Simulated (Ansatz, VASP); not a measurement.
One calculation of Ge, two programs

```xyz
3
Lattice="4.5947 0.0000 0.0000 -2.2974 3.9792 0.0000 0.0000 0.0000 2.5961" Properties=species:S:1:pos:R:3 pbc="T T T"
Ge    4.5947    0.0000    2.5961
Ge    0.0000    2.6528    1.2980
Ge    2.2974    1.3264    1.2980
```

Alike in both runs: task single point; functional LDA; k mesh 9 × 9 × 13; occupations fermi-dirac, width 0.1 eV; no spin polarisation.

|  | VASP | Ansatz |
| --- | --- | --- |
| version | VASP 6.6.1 | Ansatz 0.2.0 |
| potentials or method | VASP PAW LDA potentials, release 64 (Ge_d), cutoff 520 eV | plane waves (420 eV) with PAW, scalar-relativistic |
| valence electrons in the cell | 42 | 42 |

```csv
,VASP,Ansatz,Ansatz less VASP
pressure (GPa),13.5,13.3,-0.23
"traceless stress, the component that is largest in VASP (GPa)",5.89,5.88,-0.009
```

Ansatz warns that its potentials were made for another functional, while VASP's fit it. LDA's correlation is that of Perdew and Zunger in VASP and of Perdew and Wang (1992) in Ansatz.
